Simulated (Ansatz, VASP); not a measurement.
## Two plane-wave programs on HfO2

Contents of INCAR:

```
  PREC = Accurate
  ENCUT = 520
  EDIFF = 1E-6
  ISMEAR = 0
  SIGMA = 0.02
  LREAL = False
  LASPH = True
  NELM = 100
  ALGO = Normal
  ISIF = 2
  LWAVE = False
  LCHARG = True
  GGA = PE
  LELF = True
  LVHAR = True
  NBANDS = 18
```

The input KPOINTS:

```
regular mesh
0
Gamma
  8 8 8
```

File POSCAR:

```
HfO2
1.0
    0.0000000000      2.5488057759      2.5488057759
    2.5488057759      0.0000000000      2.5488057759
    2.5488057759      2.5488057759      0.0000000000
Hf O
1 2
Direct
    0.0000000000      0.0000000000      0.0000000000
    0.2500000000      0.2500000000      0.2500000000
    0.7500000000      0.7500000000      0.7500000000
```

Input for Ansatz:

```yaml
crystal:
  lattice:
    - [0.0, 2.5488057759, 2.5488057759]
    - [2.5488057759, 0.0, 2.5488057759]
    - [2.5488057759, 2.5488057759, 0.0]
  atoms:
    - { symbol: Hf, position: [0.0, 0.0, 0.0] }
    - { symbol: O, position: [0.25, 0.25, 0.25] }
    - { symbol: O, position: [0.75, 0.75, 0.75] }
basis:
  ecutwfc: 420
kpoints:
  mp_grid: { grid: [8, 8, 8] }
  band_path: { path: [VBM, CBM], npoints: 2 }
hamiltonian:
  xc: pbe
scf:
  occupations: { method: gaussian, width: 0.02 }
output:
  forces: false
  stress: false
  eigenvalues: true
checkpoint:
  read: start.run
  write: ck
  compress: false
  write_wavefunctions: false
  write_every: 100000
```

Alike in both runs: task single point; functional PBE; k mesh 8 × 8 × 8; occupations gaussian, width 0.02 eV; no spin polarisation.

```csv
,VASP,Ansatz
version,VASP 6.6.1,Ansatz 0.2.0
potentials or method,"VASP PAW PBE potentials, release 64 (Hf_pv, O), cutoff 520 eV","scalar-relativistic, plane waves, PAW"
valence electrons in the cell,22,38
```

Ansatz gave:

| Property | Result |
| --- | --- |
| gap on the k mesh at the Fermi level (eV) | 3.75 |
| least direct gap on the mesh (eV) | 3.75 |

**Question.** Which values does VASP return?

**Answer.** gap on the k mesh at the Fermi level (eV): 3.76; least direct gap on the mesh (eV): 3.76.

VASP's potentials hold 22 valence electrons a cell and Ansatz's 38, so a difference there can come from the potentials and not from the codes.

Spin-orbit coupling is off throughout.
